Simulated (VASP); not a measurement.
# MnS (Fm-3m) in VASP: further runs

Runs on MnS. Level: PBEsol. Tasks: single point.

All numbers are computed with VASP 6.6.1; they aren't measurements. Logs are shortened: lines on timing, memory, paths and dates and some standing lists are left out, and cuts for length are marked.

### 1 The cell of the first run

It takes space group Fm-3m (No. 225, cubic). The conventional cell has a = 4.837 Å, b = 4.837 Å, c = 4.837 Å, α = 90.00°, β = 90.00°, γ = 90.00°. Within 3.2 Å of Mn (site symmetry m-3m) lie 6 S at 2.42 Å. Within 3.2 Å of S (site symmetry m-3m) lie 6 Mn at 2.42 Å.

### 2 Single point, PBEsol, collinear spin, ferromagnetic start (14.14 Å³/atom)

INCAR

```
PREC = Accurate
ENCUT = 520
EDIFF = 1E-7
ISMEAR = 0
SIGMA = 0.1
LREAL = F
LASPH = T
NELM = 150
ALGO = Normal
ISIF = 2
LWAVE = F
LCHARG = F
ISPIN = 2
MAGMOM = 4.04 0
LORBIT = 11
LMAXMIX = 4
GGA = PS
NBANDS = 20
```

KPOINTS

```
regular mesh
0
Gamma
  14 14 14
```

POSCAR

```
MnS
1.0
    0.0000000000      2.4183647417      2.4183647417
    2.4183647417      0.0000000000      2.4183647417
    2.4183647417      2.4183647417      0.0000000000
Mn S
1 1
Direct
    0.0000000000      0.0000000000      0.0000000000
    0.5000000000      0.5000000000      0.5000000000
```

Potentials or basis: VASP PAW PBE potentials, release 64 (Mn_pv, S).

Started as:

```bash
$ cat potpaw_PBE.64/Mn_pv/POTCAR potpaw_PBE.64/S/POTCAR > POTCAR
$ mpirun -np 1 vasp_std > vasp.out
```

OUTCAR:

```text
PREC = Accurate
   ENCUT = 520
   EDIFF = 1E-7
   ISMEAR = 0
   LREAL = F
   LASPH = T
   NELM = 150
   ISIF = 2
   ISPIN = 2
   LORBIT = 11
   GGA = PS

 ion  position               nearest neighbor table
   1  0.000  0.000  0.000-   2 2.42   2 2.42   2 2.42   2 2.42   2 2.42   2 2.42
   2  0.500  0.500  0.500-   1 2.42   1 2.42   1 2.42   1 2.42   1 2.42   1 2.42

  LATTYP: Found a face centered cubic cell.
 ALAT       =     4.8367294834

  Lattice vectors:

 A1 = (   0.0000000000,   2.4183647417,   2.4183647417)
 A2 = (   2.4183647417,   0.0000000000,   2.4183647417)
 A3 = (   2.4183647417,   2.4183647417,   0.0000000000)

Analysis of symmetry for initial positions (statically):
=====================================================================
 Subroutine PRICEL returns:
 Original cell was already a primitive cell.

 Routine SETGRP: Setting up the symmetry group for a
 face centered cubic supercell.

 Subroutine GETGRP returns: Found 48 space group operations
 (whereof 48 operations were pure point group operations)
 out of a pool of 48 trial point group operations.

The static configuration has the point symmetry O_h .

Analysis of symmetry for dynamics (positions and initial velocities):
=====================================================================
 Subroutine PRICEL returns:
 Original cell was already a primitive cell.

 Routine SETGRP: Setting up the symmetry group for a
 face centered cubic supercell.

 Subroutine GETGRP returns: Found 48 space group operations
 (whereof 48 operations were pure point group operations)
 out of a pool of 48 trial point group operations.

The dynamic configuration has the point symmetry O_h .

Analysis of structural, dynamic, and magnetic symmetry:
=====================================================================
 Subroutine PRICEL returns:
 Original cell was already a primitive cell.

 Routine SETGRP: Setting up the symmetry group for a
 face centered cubic supercell.

 Subroutine GETGRP returns: Found 48 space group operations
 (whereof 48 operations were pure point group operations)
 out of a pool of 48 trial point group operations.

The overall configuration has the point symmetry O_h .

 Subroutine INISYM returns: Found 48 space group operations
 (whereof 48 operations are pure point group operations),
 and found     1 'primitive' translations

----------------------------------------------------------------------------------------

                                     Primitive cell

  volume of cell :      28.2876

  direct lattice vectors                    reciprocal lattice vectors
     0.000000000  2.418364742  2.418364742    -0.206751278  0.206751278  0.206751278
     2.418364742  0.000000000  2.418364742     0.206751278 -0.206751278  0.206751278
     2.418364742  2.418364742  0.000000000     0.206751278  0.206751278 -0.206751278

  length of vectors
     3.420084216  3.420084216  3.420084216     0.358103717  0.358103717  0.358103717

  position of ions in fractional coordinates (direct lattice)
     0.000000000  0.000000000  0.000000000
     0.500000000  0.500000000  0.500000000

  ion indices of the primitive-cell ions
   primitive index   ion index
                 1           1
                 2           2

----------------------------------------------------------------------------------------

 KPOINTS: regular mesh

Automatic generation of k-mesh.
 Grid dimensions read from file:
 generate k-points for:   14   14   14

 Generating k-lattice:

  Cartesian coordinates                     Fractional coordinates (reciprocal lattice)
    -0.014767948  0.014767948  0.014767948     0.071428571  0.000000000  0.000000000
     0.014767948 -0.014767948  0.014767948     0.000000000  0.071428571  0.000000000
     0.014767948  0.014767948 -0.014767948     0.000000000  0.000000000  0.071428571

  Length of vectors
     0.025578837  0.025578837  0.025578837

  Shift w.r.t. Gamma in fractional coordinates (k-lattice)
     0.000000000  0.000000000  0.000000000

 Subroutine IBZKPT returns following result:
 ===========================================

 Found    104 irreducible k-points:

 Following reciprocal coordinates:
            Coordinates               Weight
  0.000000  0.000000  0.000000      1.000000
  0.071429  0.000000  0.000000      8.000000
  0.142857  0.000000  0.000000      8.000000
  0.214286  0.000000  0.000000      8.000000
  0.285714  0.000000  0.000000      8.000000
  0.357143  0.000000  0.000000      8.000000
[... 16 lines left out ...]
  0.214286  0.142857  0.000000     24.000000
  0.285714  0.142857  0.000000     24.000000
 [... further k-points ...]
   k-points           NKPTS =    104   k-points in BZ     NKDIM =    104   number of bands    NBANDS=     20
   number of dos      NEDOS =    301   number of ions     NIONS =      2
   total plane-waves  NPLWV =  21952
   dimension x,y,z NGX =    28 NGY =   28 NGZ =   28
   dimension x,y,z NGXF=    56 NGYF=   56 NGZF=   56
   ions per type =               1   1
   NGX,Y,Z   is equivalent  to a cutoff of  13.61, 13.61, 13.61 a.u.
   NGXF,Y,Z  is equivalent  to a cutoff of  27.22, 27.22, 27.22 a.u.
 SYSTEM =  unknown system
   PREC   = accura    normal or accurate (medium, high low for compatibility)
   ISTART =      0    job   : 0-new  1-cont  2-samecut
   ICHARG =      2    charge: 1-file 2-atom 10-const
   ISPIN  =      2    spin polarized calculation?
   LNONCOLLINEAR =      F non collinear calculations
   LSORBIT =      F    spin-orbit coupling
   LASPH  =      T    aspherical Exc in radial PAW
   ENCUT  =  520.0 eV  38.22 Ry    6.18 a.u.   6.36  6.36  6.36*2*pi/ulx,y,z
   NELM   =    150;   NELMIN=  2; NELMDL= -5     # of ELM steps
   EDIFF  = 0.1E-06   stopping-criterion for ELM
   LREAL  =      F    real-space projection
   EDIFFG = 0.1E-05   stopping-criterion for IOM
   NSW    =      0    number of steps for IOM
   IBRION =     -1    ionic relax: 0-MD 1-quasi-New 2-CG
   NFREE  =      0    steps in history (QN), initial steepest desc. (CG)
   ISIF   =      2    stress and relaxation
   ISYM   =      2    0-nonsym 1-usesym 2-fastsym
   POTIM  = 0.5000    time-step for ionic-motion
   TEBEG  =    0.0;   TEEND  =   0.0 temperature during run
   PSTRESS=    0.0 pullay stress
   NELECT =      19.0000    total number of electrons
   NUPDOWN=      -1.0000    fix difference up-down
   EMIN   =  10.00;   EMAX   =-10.00  energy-range for DOS
   EFERMI =   0.00;   METHOD = LEGACY
   ISMEAR =     0;   SIGMA  =   0.10  broadening in eV -4-tet -1-fermi 0-gaus
   EFERMI_NEDOS =   21; number of points for ismear=-14 and -15
   IALGO  =     38    algorithm
   IMIX   =      4    mixing-type and parameters
     AMIX     =   0.40;   BMIX     =  1.00
     AMIX_MAG =   1.60;   BMIX_MAG =  1.00
  volume/ion in A,a.u.               =      14.14        95.45
  Fermi-wavevector in a.u.,A,eV,Ry     =   1.433709  2.709316 27.967053  2.055520
  Thomas-Fermi vector in A             =   2.553197
   LORBIT       =     11    0 simple, 1 ext, 2 COOP (PROOUT), +10 PAW based schemes
   GGA     = PS    functional components
   LHFCALC =     F    Hartree Fock is set to
   AEXX    =    0.0000 exact exchange contribution
   IVDW    =     0    specifies the selected vdW correction
   LEPSILON=     F    determine dielectric tensor
   LRPA    =     F    only Hartree local field effects (RPA)
 spin polarized calculation
 Gauss-broadening in eV      SIGMA  =   0.10
  energy-cutoff  :      520.00
  volume of cell :       28.29
 maximum number of plane-waves:       778
 NGX is ok and might be reduce to    28
   NGX = 13   NGY = 13   NGZ = 13

 number of electron      19.0000012 magnetization       3.8663059

 Free energy of the ion-electron system (eV)
  ---------------------------------------------------
  ext. energy  EPLUGINS =         0.00000000
  ---------------------------------------------------
  free energy    TOTEN  =       -14.95497724 eV

  energy without entropy =      -14.94832117  energy(sigma->0) =      -14.95164921

 E-fermi :   9.1355     XC(G=0): -11.9634

 val. band max:        9.1289490133   @ k =   0.5000   0.2143   0.0000
 cond. band min:       9.1657709687   @ k =   0.5000   0.2857   0.1429
 fundamental gap:      0.0368219553
 Fermi energy:         9.1355093317

 spin component 1

 k-point     1 :       0.0000    0.0000    0.0000
  band No.  band energies     occupation
      1     -40.9251      1.00000
      2     -40.9251      1.00000
      3     -40.9251      1.00000
      4      -7.0321      1.00000
      5       5.7811      1.00000
      6       5.7811      1.00000
[... 12 lines left out ...]
     19      22.2291      0.00000
     20      23.6934      0.00000
[... 507 lines left out ...]
 k-point    24 :       0.2857    0.1429    0.0000
  band No.  band energies     occupation
      1     -40.9377      1.00000
      2     -40.9287      1.00000
      3     -40.9283      1.00000
      4      -6.0859      1.00000
      5       2.9448      1.00000
      6       4.3169      1.00000
[... 12 lines left out ...]
     19      23.9617      0.00000
     20      26.8885      0.00000

 [... further k-points ...]

 spin component 2

 k-point     1 :       0.0000    0.0000    0.0000
  band No.  band energies     occupation
      1     -37.1783      1.00000
      2     -37.1783      1.00000
      3     -37.1783      1.00000
      4      -6.7507      1.00000
      5       7.3161      1.00000
      6       7.3161      1.00000
[... 12 lines left out ...]
     19      23.2877      0.00000
     20      25.0617      0.00000
[... 507 lines left out ...]
 k-point    24 :       0.2857    0.1429    0.0000
  band No.  band energies     occupation
      1     -37.1943      1.00000
      2     -37.1828      1.00000
      3     -37.1823      1.00000
      4      -5.8269      1.00000
      5       3.7085      1.00000
      6       5.4030      1.00000
[... 12 lines left out ...]
     19      24.6836      0.00000
     20      27.6420      0.00000

 [... further k-points ...]

------------------------ aborting loop because EDIFF is reached ----------------------------------------

  FORCE on cell =-STRESS in cart. coord.  units (eV):
  Direction    XX          YY          ZZ          XY          YZ          ZX
  --------------------------------------------------------------------------------------
  -------------------------------------------------------------------------------------
  Total        0.9044592      0.9044592      0.9044592      0.0000000      0.0000000     -0.0000000
  in kB       51.2276169     51.2276169     51.2276169      0.0000000      0.0000000     -0.0000000
  external PRESSURE =      51.2276169 kB  Pullay stress =       0.0000000 kB

 VOLUME and BASIS-vectors are now :
 -----------------------------------------------------------------------------
  energy-cutoff  :      520.00
  volume of cell :       28.29
      direct lattice vectors                 reciprocal lattice vectors
     0.000000000  2.418364742  2.418364742    -0.206751278  0.206751278  0.206751278
     2.418364742  0.000000000  2.418364742     0.206751278 -0.206751278  0.206751278
     2.418364742  2.418364742  0.000000000     0.206751278  0.206751278 -0.206751278

 POSITION                                       TOTAL-FORCE (eV/Angst)
 -----------------------------------------------------------------------------------
      0.00000      0.00000      0.00000         0.000000      0.000000      0.000000
      2.41836      2.41836      2.41836         0.000000     -0.000000      0.000000
 -----------------------------------------------------------------------------------
    total drift:                               -0.000000      0.000000      0.000000

  FREE ENERGIE OF THE ION-ELECTRON SYSTEM (eV)
  ---------------------------------------------------
  free  energy   TOTEN  =       -14.9549772437 eV

  energy  without entropy=      -14.9483211728  energy(sigma->0) =      -14.95164921

 total charge

# of ion       s       p       d       tot
------------------------------------------
    1        0.266   6.243   5.083  11.592
    2        1.322   2.410   0.000   3.732
--------------------------------------------------
tot          1.588   8.653   5.083  15.324

 magnetization (x)

# of ion       s       p       d       tot
------------------------------------------
    1        0.054   0.044   3.493   3.591
    2        0.025   0.026   0.000   0.051
--------------------------------------------------
tot          0.079   0.070   3.493   3.642
```

Wall time 3.3 min (1 thread of Oxide Virtual Turin-like, shared host); peak memory 0.2 GiB.

Results:

- Free energy: -14.9550 eV
- Pressure: 5.1 GPa
- Net moment: 3.87 μB per cell
- Site moments: Mn +3.59; S +0.05 μB
- Valence electrons inside the program's atomic spheres: Mn 11.59; S 3.73

Caveat: the cell stands under pressure; the PAW data sets were made with another functional, which shifts forces and pressure a little; a cell with one magnetic atom can't hold antiferromagnetic order, which such compounds often take; semilocal functionals often make such compounds metallic where correlation or magnetic order opens a gap, which also shifts bond lengths. With open d or f shells a metallic result of PBEsol can be an artefact of self-interaction; +U or a hybrid may open a gap.

### 3 Single point, PBEsol, collinear spin, ferromagnetic start (14.60 Å³/atom)

This run uses another cell than the first one, of 14.60 Å³/atom.

INCAR

```
SYSTEM = MnS
  ALGO = Normal
  EDIFF = 1E-6
  ENCUT = 520
  GGA = PS
  ISIF = 2
  ISMEAR = 0
  ISPIN = 2
  LASPH = .TRUE.
  LCHARG = .FALSE.
  LMAXMIX = 4
  LORBIT = 11
  LREAL = .FALSE.
  LWAVE = .FALSE.
  MAGMOM = 4.04 0
  NBANDS = 20
  NELM = 150
  PREC = Accurate
  SIGMA = 0.1
```

KPOINTS

```
k-points
0
G
  14 14 14
  0 0 0
```

POSCAR

```
MnS
1.0
    0.0000000000      2.4438230835      2.4438230835
    2.4438230835      0.0000000000      2.4438230835
    2.4438230835      2.4438230835      0.0000000000
Mn S
1 1
Direct
    0.0000000000      0.0000000000      0.0000000000
    0.5000000000      0.5000000000      0.5000000000
```

Potentials or basis: VASP PAW PBE potentials, release 64 (Mn_pv, S).

Started as:

```bash
$ cat potpaw_PBE.64/Mn_pv/POTCAR potpaw_PBE.64/S/POTCAR > POTCAR
$ mpirun -np 1 vasp_std > vasp.out
```

It took 3.2 min on 1 thread of Oxide Virtual Turin-like, shared host; peak memory 0.2 GiB.

Results (log left out):

- Free energy: -14.9751 eV
- Pressure: 2.0 GPa
- Net moment: 3.95 μB per cell
- Site moments: Mn +3.67; S +0.05 μB
- Valence electrons inside the program's atomic spheres: Mn 11.55; S 3.72

Levels at points of the mesh, in eV from the Fermi level:
Spin up:
```tsv
k point	band 8	band 9	band 10	band 11	band 12	band 13	band 14	band 15	band 16	band 17
(0.00, 0.00, 0.00)	-3.24	-3.24	-2.06	-2.06	-2.06	3.33	9.11	9.11	9.11	10.73
(0.50, 0.00, 0.00)	-2.51	-2.51	-2.04	1.30	1.30	2.90	5.56	5.56	11.06	13.13
(0.50, 0.50, 0.00)	-4.08	-2.85	-2.30	-2.30	-1.59	1.40	5.84	11.87	14.03	14.03
```
Spin down:
```
           k point  band 4  band 5  band 6  band 7  band 8  band 9  band 10  band 11  band 12  band 13
(0.00, 0.00, 0.00)  -15.70   -1.86   -1.86   -1.86   -0.38   -0.38    -0.38    -0.24    -0.24     4.08
(0.50, 0.00, 0.00)  -13.85   -7.75   -4.23   -4.23    0.98    0.98     1.29     3.29     3.69     3.69
(0.50, 0.50, 0.00)  -13.69   -6.77   -3.79   -3.79   -1.89    0.34     1.31     1.31     1.54     2.80
```

Caveat: the PAW data sets were made with another functional, which shifts forces and pressure a little; a cell with one magnetic atom can't hold antiferromagnetic order, which such compounds often take; semilocal functionals often make such compounds metallic where correlation or magnetic order opens a gap, which also shifts bond lengths.

### 4 Single point, PBEsol, collinear spin, ferromagnetic start

This run uses another cell than the first one, of 15.05 Å³/atom.

INCAR

```
PREC = Accurate ; ENCUT = 520
EDIFF = 1E-6 ; ISMEAR = 0
SIGMA = 0.1 ; LREAL = False
LASPH = True ; NELM = 150
ALGO = Normal ; ISIF = 2
LWAVE = False ; LCHARG = False
ISPIN = 2 ; MAGMOM = 4.04 0
LORBIT = 11 ; LMAXMIX = 4
GGA = PS ; NBANDS = 20
```

KPOINTS

```
Automatic mesh
0
Gamma
  14 14 14
```

POSCAR

```
MnS
1.0
    0.0000000000      2.4687617762      2.4687617762
    2.4687617762      0.0000000000      2.4687617762
    2.4687617762      2.4687617762      0.0000000000
Mn S
1 1
Direct
    0.0000000000      0.0000000000      0.0000000000
    0.5000000000      0.5000000000      0.5000000000
```

Started as:

```bash
$ cat potpaw_PBE.64/Mn_pv/POTCAR potpaw_PBE.64/S/POTCAR > POTCAR
$ mpirun -np 1 vasp_std > vasp.out
```

Run time: 2.9 min. Hardware: 1 thread of Oxide Virtual Turin-like, shared host; peak memory 0.21 GiB.

Results (log left out):

* Free energy: -14.9812 eV
* Pressure: 0.3 GPa
* Net moment: 4.11 μB per cell
* Site moments: Mn +3.79; S +0.06 μB
* Valence electrons inside the program's atomic spheres: Mn 11.50; S 3.72

Levels at points of the mesh, in eV from the Fermi level:
Spin up:
```
           k point  band 8  band 9  band 10  band 11  band 12  band 13  band 14  band 15  band 16  band 17
(0.00, 0.00, 0.00)   -3.27   -3.27    -2.05    -2.05    -2.05     3.01     8.99     8.99     8.99    10.66
(0.50, 0.00, 0.00)   -2.59   -2.59    -2.13     1.12     1.12     2.85     5.50     5.50    10.58    13.01
(0.50, 0.50, 0.00)   -4.00   -2.90    -2.39    -2.39    -1.73     1.26     5.73    11.54    13.64    13.64
```
Spin down:
```
           k point  band 4  band 5  band 6  band 7  band 8  band 9  band 10  band 11
(0.00, 0.00, 0.00)  -15.47   -1.84   -1.84   -1.84   -0.27   -0.27    -0.27    -0.14
(0.50, 0.00, 0.00)  -13.72   -7.54   -4.09   -4.09    1.02    1.02     1.31     3.27
(0.50, 0.50, 0.00)  -13.55   -6.58   -3.70   -3.70   -1.72    0.42     1.34     1.34
```

Caveat: the PAW data sets were made with another functional, which shifts forces and pressure a little; a cell with one magnetic atom can't hold antiferromagnetic order, which such compounds often take; semilocal functionals often make such compounds metallic where correlation or magnetic order opens a gap, which also shifts bond lengths.

[end of part 1 of 2]
